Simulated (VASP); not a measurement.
A run of VASP 6.6.1 is set up as follows.

Contents of POSCAR:

```
Sb2Mo
1.0
    4.1340672791      0.0000000000      0.0000000000
   -2.0670336395      3.5802072846      0.0000000000
    0.0000000000      0.0000000000      4.4636939060
Sb Mo
2 1
Direct
    0.3333333333      0.6666666667      0.5000000000
    0.6666666667      0.3333333333      0.5000000000
    0.0000000000      0.0000000000      0.0000000000
```

The input INCAR.step1:

```
SYSTEM = Sb2Mo
PREC = Accurate ; ENCUT = 520
ISMEAR = 0 ; SIGMA = 0.1
LREAL = .FALSE. ; LASPH = .TRUE.
NELM = 80 ; NBANDS = 19
GGA = PE ; ALGO = Normal
EDIFF = 1E-4 ; LWAVE = .TRUE.
LCHARG = .FALSE.
```

The input INCAR.step2:

```
SYSTEM = Sb2Mo
PREC = Accurate ; ENCUT = 520
EDIFF = 1E-7 ; ISMEAR = 0
SIGMA = 0.1 ; LREAL = .FALSE.
LASPH = .TRUE. ; NELM = 80
ALGO = Normal ; ISIF = 2
LWAVE = .FALSE. ; LCHARG = .FALSE.
METAGGA = R2SCAN ; LMIXTAU = .TRUE.
NBANDS = 19 ; ISTART = 1
```

The input KPOINTS:

```
Automatic mesh
0
G
  6 6 4
  0 0 0
```

Potentials or basis: VASP PAW PBE potentials, release 64 (Sb, Mo_sv).

Run with:

```bash
$ cat potpaw_PBE.64/Sb/POTCAR potpaw_PBE.64/Mo_sv/POTCAR > POTCAR
$ cp INCAR.step1 INCAR
$ mpirun -np 1 vasp_std > vasp.out
$ cp INCAR.step2 INCAR
$ mpirun -np 1 vasp_std > vasp.out
```

(1) What does it give for the band gap on the k mesh?

(2) What does it give for the pressure?

## Answers

(1) zero (bands 12 and 13 overlap by 1.28 eV).

(2) 32.3 GPa.

Caveat: the cell stands under pressure; the PAW data sets were made with another functional, which shifts forces and pressure a little; spin-orbit coupling is left out, which moves the levels of the heavy elements.
